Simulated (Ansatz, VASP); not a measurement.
## Two plane-wave programs on HfB

```xyz
2
Lattice="0.0000 2.3553 2.3553 2.3553 0.0000 2.3553 2.3553 2.3553 0.0000" Properties=species:S:1:pos:R:3 pbc="T T T"
Hf    2.3553    2.3553    2.3553
B     0.0000    0.0000    0.0000
```

Alike in both runs: task single point; functional PBE; k mesh 10 × 10 × 10; occupations fermi-dirac, width 0.05 eV; no spin polarisation.

|  | VASP | Ansatz |
| --- | --- | --- |
| version | VASP 6.6.1 | Ansatz 0.2.0 |
| potentials or method | VASP PAW PBE potentials, release 64 (Hf_pv, B) | Ansatz PAW |
| plane-wave cutoff (eV) | 520 | 420 |
| valence electrons in the cell | 13 | 29 |

|  | VASP | Ansatz | Ansatz less VASP |
| --- | --- | --- | --- |
| gap on the k mesh at the Fermi level (eV) | none | none | - |
| pressure (GPa) | 15.6 | 15.2 | -0.46 |

A gap of «none» marks a metal or a gap that the smearing closes. With one functional, cell and mesh, what is left measures potentials, basis and numerics. VASP's potentials hold 13 valence electrons a cell and Ansatz's 29, so a difference there can come from the potentials and not from the codes.

Neither program's run includes spin-orbit coupling.
